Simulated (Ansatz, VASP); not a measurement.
One calculation of Li2Se, two programs

```xyz
3
Lattice="0.0000 3.0322 3.0322 3.0322 0.0000 3.0322 3.0322 3.0322 0.0000" Properties=species:S:1:pos:R:3 pbc="T T T"
Li    1.5161    1.5161    1.5161
Li    4.5483    4.5483    4.5483
Se    0.0000    0.0000    0.0000
```

Alike in both runs: task single point; functional PBE; k mesh 8 × 8 × 8; occupations gaussian, width 0.02 eV; no spin polarisation.

```csv
,VASP,Ansatz
version,VASP 6.6.1,Ansatz 0.2.0
potentials or method,"VASP PAW PBE potentials, release 64 (Li_sv, Se), cutoff 750 eV","scalar-relativistic, plane waves, PAW"
valence electrons in the cell,12,22
```

```csv
,VASP,Ansatz,Ansatz less VASP
gap on the k mesh at the Fermi level (eV),3.00,3.00,+0.005
least direct gap on the mesh (eV),3.26,3.26,-0.002
pressure (GPa),-1.0,-0.9,+0.06
```

The functional is the same, so the differences come from potentials, cutoffs and numerics. VASP's potentials hold 12 valence electrons a cell and Ansatz's 22, so a difference there can come from the potentials and not from the codes.
